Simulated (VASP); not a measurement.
Input of a VASP 6.6.1 run:

File INCAR:

```
  PREC = Accurate
  ENCUT = 520
  EDIFF = 1E-6
  ISMEAR = -1
  SIGMA = 0.05
  LREAL = False
  LASPH = True
  NELM = 60
  ALGO = Normal
  ISIF = 2
  LWAVE = False
  LCHARG = False
  GGA = PE
  NBANDS = 41
```

KPOINTS

```
Automatic mesh
0
Gamma
  4 4 1
```

File POSCAR:

```
Al5GaN6
1.0
    3.1138160000      0.0000000000      0.0000000000
   -1.5569080000      2.6966440000      0.0000000000
    0.0000000000      0.0000000000     15.3182020000
Ga Al N
1 5 6
Direct
    0.6923950000      0.3381750000      0.1703240000
    0.6783420000      0.3465920000      0.5116130000
    0.6626440000      0.3300660000      0.8397760000
    0.3432610000      0.6683490000      0.3434050000
    0.3578020000      0.6787350000      0.6736190000
    0.3510800000      0.6726870000      0.0020740000
    0.3407330000      0.6669740000      0.1271510000
    0.3265890000      0.6476450000      0.4674160000
    0.3305660000      0.6454280000      0.7982360000
    0.6777930000      0.3390520000      0.2999120000
    0.6533510000      0.3234150000      0.6361910000
    0.6536610000      0.3160130000      0.9654530000
```

Potentials or basis: VASP PAW PBE potentials, release 64 (Ga_d, Al, N).

Command:

```sh
$ cat potpaw_PBE.64/Ga_d/POTCAR potpaw_PBE.64/Al/POTCAR potpaw_PBE.64/N/POTCAR > POTCAR
$ mpirun -np 1 vasp_std > vasp.out
```

(1) Estimate the pressure.

(2) What does it give for the largest force?

(3) What does it give for the band gap on the k mesh?

## Answers

(1) 2.7 GPa.

(2) 1.544 eV/Å.

(3) 2.99 eV, direct.

Caveat: the k points lie up to 0.58 Å⁻¹ apart.
